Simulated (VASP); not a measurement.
Input of a VASP 6.6.1 run:

File POSCAR:

```
Mg3Sb2
1.0
    4.5097207322      0.0000000029      0.0000000000
   -2.2548603686      3.9055327166      0.0000000000
    0.0000000000      0.0000000000      7.1469835900
Mg Sb
3 2
Direct
    0.3333333333      0.6666666667      0.6331762902
    0.6666666667      0.3333333333      0.3668237098
    0.0000000000      0.0000000000      0.0000000000
    0.3333333333      0.6666666667      0.2266619844
    0.6666666667      0.3333333333      0.7733380156
```

Contents of INCAR.step1:

```
SYSTEM = Mg3Sb2
  PREC = Accurate
  ENCUT = 660
  ISMEAR = -1
  SIGMA = 0.02
  LREAL = .FALSE.
  LASPH = .TRUE.
  NELM = 120
  NBANDS = 16
  GGA = PE
  ALGO = Normal
  EDIFF = 1E-5
  LWAVE = .TRUE.
  LCHARG = .FALSE.
  GGA_COMPAT = .FALSE.
```

File INCAR.step2:

```
SYSTEM = Mg3Sb2
  PREC = Accurate
  ENCUT = 660
  EDIFF = 1E-6
  ISMEAR = -1
  SIGMA = 0.02
  LREAL = .FALSE.
  LASPH = .TRUE.
  NELM = 120
  ALGO = Normal
  ISIF = 2
  LWAVE = .FALSE.
  LCHARG = .FALSE.
  METAGGA = R2SCAN
  LMIXTAU = .TRUE.
  NBANDS = 16
  ISTART = 1
  GGA_COMPAT = .FALSE.
```

The input KPOINTS:

```
Automatic mesh
0
G
  6 6 4
  0 0 0
```

Potentials or basis: VASP PAW PBE potentials, release 64 (Mg, Sb).

The run is started by

```console
$ cat potpaw_PBE.64/Mg/POTCAR potpaw_PBE.64/Sb/POTCAR > POTCAR
$ cp INCAR.step1 INCAR
$ mpirun -np 1 vasp_std > vasp.out
$ cp INCAR.step2 INCAR
$ mpirun -np 1 vasp_std > vasp.out
```

(1) Estimate the pressure.

(2) What does it give for the band gap on the k mesh?

(3) Predict the largest force.

Results:

(1) 2.0 GPa.

(2) 0.51 eV (least direct gap 1.77 eV).

(3) 0.012 eV/Å.

Caveat: the PAW data sets were made with another functional, which shifts forces and pressure a little; spin-orbit coupling is left out, which moves the levels of the heavy elements.
